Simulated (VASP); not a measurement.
W2S:

```
W S
1.0
     4.45858    0.00000    0.00000
    -2.22929    3.86124    0.00000
     0.00000    0.00000    2.91133
W S
2 1
Direct
  0.33333 0.66667 0.50000
  0.66667 0.33333 0.50000
  0.00000 0.00000 0.00000
```

* Program: VASP 6.6.1
* Task: relaxation of cell and atoms
* Functional: PBE
* Potentials or basis: VASP PAW PBE potentials, release 64 (W_sv, S)
* Cutoff: 600 eV
* k mesh: 6 × 6 × 6
* Occupations: gaussian, width 0.1 eV
* Spin: no spin polarisation

At the start: pressure -0.2 GPa; volume 16.71 Å³/atom.

Problem. How do energy, volume and symmetry change on relaxing?

Solution. Over 4 steps the energy falls by 5.0 meV/atom and the volume is 16.65 Å³/atom (-0.4 %); space group P6/mmm (No. 191, to 0.05 Å).

The path:
```csv
step,energy change (eV),largest force (eV/Å),pressure (GPa),volume (Å³)
1,0.0000,0.0000,-0.18,50.12
2,-0.0141,0.0000,-0.08,49.98
3,-0.0139,0.0000,0.02,49.90
4,-0.0150,0.0000,-0.04,49.94
```

Final structure:
```cif
data_structure
_symmetry_space_group_name_H-M 'P 1'
_symmetry_Int_Tables_number 1
_cell_length_a 4.4955
_cell_length_b 4.4955
_cell_length_c 2.8536
_cell_angle_alpha 90.000
_cell_angle_beta 90.000
_cell_angle_gamma 120.000
_cell_volume 49.94
loop_
_atom_site_label
_atom_site_type_symbol
_atom_site_fract_x
_atom_site_fract_y
_atom_site_fract_z
_atom_site_occupancy
W1 W 0.33333 0.66667 0.50000 1
W2 W 0.66667 0.33333 0.50000 1
S1 S 0.00000 0.00000 0.00000 1
```
